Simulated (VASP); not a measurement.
Write the native input for VASP 6.6.1 that does the following.

```
Task                   : single point
Functional             : LDA
Potentials or basis    : VASP PAW LDA potentials, release 64 (W_sv, C)
Cutoff                 : 520 eV
k mesh                 : 11 × 11 × 11
Occupations            : methfessel-paxton, width 0.1 eV
Spin                   : no spin polarisation
Dipole correction      : no
Further INCAR settings : ALGO = Normal; EDIFF = 1e-06; NBANDS = 16
```

The structure of WC lies in POSCAR:

```
WC
1.0
    0.0000000000      2.2309918830      2.2309918830
    2.2309918830      0.0000000000      2.2309918830
    2.2309918830      2.2309918830      0.0000000000
W C
1 1
Direct
    0.0000000000      0.0000000000      0.0000000000
    0.5000000000      0.5000000000      0.5000000000
```

These files were run (other wordings do the same):

INCAR

```
SYSTEM = WC
  PREC = Accurate
  ENCUT = 520
  EDIFF = 1E-6
  ISMEAR = 1
  SIGMA = 0.1
  LREAL = .FALSE.
  LASPH = .TRUE.
  NELM = 100
  ALGO = Normal
  ISIF = 2
  LWAVE = .FALSE.
  LCHARG = .FALSE.
  GGA = CA
  NBANDS = 16
```

KPOINTS

```
Automatic mesh
0
G
  11 11 11
  0 0 0
```

Potentials or basis: VASP PAW LDA potentials, release 64 (W_sv, C).

Command:

```console
$ cat potpaw_LDA.64/W_sv/POTCAR potpaw_LDA.64/C/POTCAR > POTCAR
$ mpirun -np 1 vasp_std > vasp.out
```

It gave:

The pressure is -29.6 GPa. The band gap on the k mesh is zero (band 9 reaches 12.31 eV, above the bottom of band 10 at 9.49 eV).

Caveat: spin-orbit coupling is left out, which moves the levels of the heavy elements.

Run time: 5.9 s on 1 thread of Intel(R) Xeon(R) 6975P-C (Granite Rapids) (shared host), peak memory 0.14 GiB.
